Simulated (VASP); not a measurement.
Write the native input for VASP 6.6.1 that does the following.

```yaml
Task: single point
Functional: PBE
Potentials_or_basis: VASP PAW PBE potentials, release 64 (Sc_sv, In_d, Te, Se)
Cutoff: 500 eV
k_mesh: 3 × 3 × 3
Occupations: gaussian, width 0.15 eV
Spin: no spin polarisation
Dipole_correction: no
Further_INCAR_settings: ALGO = Normal; EDIFF = 1e-06; NBANDS = 26
```

The structure of ScInTeSe lies in POSCAR:

```
ScInTeSe
1.0
    2.9679338048     -2.9679274953      0.0000000000
    2.9679338048      2.9679274953      0.0000000000
    0.0000000000      0.0000000000      5.9972487824
Sc In Te Se
1 1 1 1
Direct
    0.0000000000      0.0000000000      0.0000000000
    0.5000000000      0.5000000000      0.5000000000
    0.0000000000      0.0000000000      0.5000000000
    0.5000000000      0.5000000000      0.0000000000
```

The input as run:

INCAR

```
PREC = Accurate
ENCUT = 500
EDIFF = 1E-6
ISMEAR = 0
SIGMA = 0.15
LREAL = F
LASPH = T
NELM = 120
ALGO = Normal
ISIF = 2
LWAVE = F
LCHARG = T
GGA = PE
LELF = T
LVHAR = T
NBANDS = 26
GGA_COMPAT = F
```

KPOINTS

```
regular mesh
0
Gamma
  3 3 3
```

Potentials or basis: VASP PAW PBE potentials, release 64 (Sc_sv, In_d, Te, Se).

Command:

```console
$ cat potpaw_PBE.64/Sc_sv/POTCAR potpaw_PBE.64/In_d/POTCAR potpaw_PBE.64/Te/POTCAR potpaw_PBE.64/Se/POTCAR > POTCAR
$ mpirun -np 1 vasp_std > vasp.out
```

Results of the run:

| Property | Result |
| --- | --- |
| Pressure | 0.0 GPa |
| Band gap on the k mesh | zero (band 18 reaches 6.39 eV, above the bottom of band 19 at 5.65 eV) |

Caveat: the k points lie up to 0.50 Å⁻¹ apart; spin-orbit coupling is left out, which moves the levels of the heavy elements.

Wall time 47 s on 1 thread of Intel Xeon 8259CL, with other jobs on the host, peak memory 0.22 GiB.
